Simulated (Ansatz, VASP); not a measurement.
## AlN: VASP beside Ansatz

INCAR

```
  PREC = Accurate
  ENCUT = 520
  EDIFF = 1E-6
  ISMEAR = 0
  SIGMA = 0.05
  LREAL = False
  LASPH = True
  NELM = 100
  ALGO = Normal
  ISIF = 2
  LWAVE = False
  LCHARG = False
  GGA = PE
  NBANDS = 11
```

Contents of KPOINTS:

```
Automatic mesh
0
Gamma
  10 10 10
```

File POSCAR:

```
AlN
1.0
    0.0000000000      1.9780005664      1.9780005664
    1.9780005664      0.0000000000      1.9780005664
    1.9780005664      1.9780005664      0.0000000000
Al N
1 1
Direct
    0.0000000000      0.0000000000      0.0000000000
    0.5000000000      0.5000000000      0.5000000000
```

Input for Ansatz:

```yaml
crystal:
  lattice:
    - [0.0, 1.9780005664, 1.9780005664]
    - [1.9780005664, 0.0, 1.9780005664]
    - [1.9780005664, 1.9780005664, 0.0]
  atoms:
    - { symbol: Al, position: [0.0, 0.0, 0.0] }
    - { symbol: "N", position: [0.5, 0.5, 0.5] }
basis:
  ecutwfc: 420
  ecutrho_ratio: 4
kpoints:
  mp_grid: { grid: [10, 10, 10] }
hamiltonian:
  xc: pbe
scf:
  occupations: { method: gaussian, width: 0.05 }
output:
  forces: true
  stress: true
  eigenvalues: true
```

Alike in both runs: task single point; functional PBE; k mesh 10 × 10 × 10; occupations gaussian, width 0.05 eV; no spin polarisation.

```csv
,VASP,Ansatz
version,VASP 6.6.1,Ansatz 0.2.0
potentials or method,"VASP PAW PBE potentials, release 64 (Al, N), cutoff 520 eV","scalar-relativistic, plane waves, PAW"
valence electrons in the cell,8,8
```

```csv
,VASP,Ansatz,Ansatz less VASP
gap on the k mesh at the Fermi level (eV),5.19,5.17,-0.014
least direct gap on the mesh (eV),6.66,6.64,-0.019
pressure (GPa),25.2,25.6,+0.34
```
